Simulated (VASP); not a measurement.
The system is Rb3Pt.

```
Rb Pt
1.0
     5.49880    0.00000    0.00000
     0.00000    5.49880    0.00000
     0.00000    0.00000    5.49880
Rb Pt
3 1
Direct
  0.00000 0.00000 0.50000
  0.00000 0.50000 0.00000
  0.50000 0.00000 0.00000
  0.50000 0.50000 0.50000
```

Base run:

| Quantity | Value |
| --- | --- |
| Program | VASP 6.6.1 |
| Functional | PBE |
| Potentials or basis | VASP PAW PBE potentials, release 64 (Rb_sv, Pt) |
| Cutoff | 500 eV |
| k mesh | 4 × 4 × 4 |
| Occupations | fermi-dirac, width 0.1 eV |
| Spin | no spin polarisation |

Its results: band gap on the k mesh zero (an odd number of electrons rules out a gap without spin polarisation); pressure -0.1 GPa.

**Question.** The run is repeated on the same cell with these changes: functional from PBE to revPBE. What comes out?

**Answer.** Band gap on the k mesh zero (an odd number of electrons rules out a gap without spin polarisation); pressure 0.8 GPa.

revPBE binds less tightly than PBE, so the same cell stands under more pressure.

Caveats: spin-orbit coupling is left out, which moves the levels of the heavy elements; the PAW data sets were made with another functional, which shifts forces and pressure a little (at least some runs).
